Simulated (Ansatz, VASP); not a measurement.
## Two plane-wave programs on Mg

```
CELL_PARAMETERS angstrom
3.05030 0.00000 0.00000
-1.52515 2.64164 0.00000
0.00000 0.00000 3.04484
ATOMIC_POSITIONS crystal
Mg 0.00000 0.00000 0.00000
```

Alike in both runs: functional r2SCAN0; k mesh 6 × 6 × 5; occupations fermi-dirac, width 0.05 eV; no spin polarisation.

|  | VASP | Ansatz |
| --- | --- | --- |
| version | VASP 6.6.1 | Ansatz 0.2.0 |
| potentials or method | VASP PAW PBE potentials, release 64 (Mg) | Ansatz PAW |
| plane-wave cutoff (eV) | 520 | 500 |
| valence electrons in the cell | 2 | 10 |
| task | single point | projected density of states |

```tsv
	VASP	Ansatz	Ansatz less VASP
gap on the k mesh at the Fermi level (eV)	none	none	-
pressure (GPa)	0.9	1.2	+0.29
traceless stress, the component that is largest in VASP (GPa)	2.38	2.25	-0.131
```

VASP's potentials were made for PBE, not for r2SCAN0. A gap of «none» marks a metal or a gap that the smearing closes. The functional is the same, so the differences come from potentials, cutoffs and numerics. VASP's potentials hold 2 valence electrons a cell and Ansatz's 10, so a difference there can come from the potentials and not from the codes.

The k mesh is coarse, so the values compare programs but aren't converged.
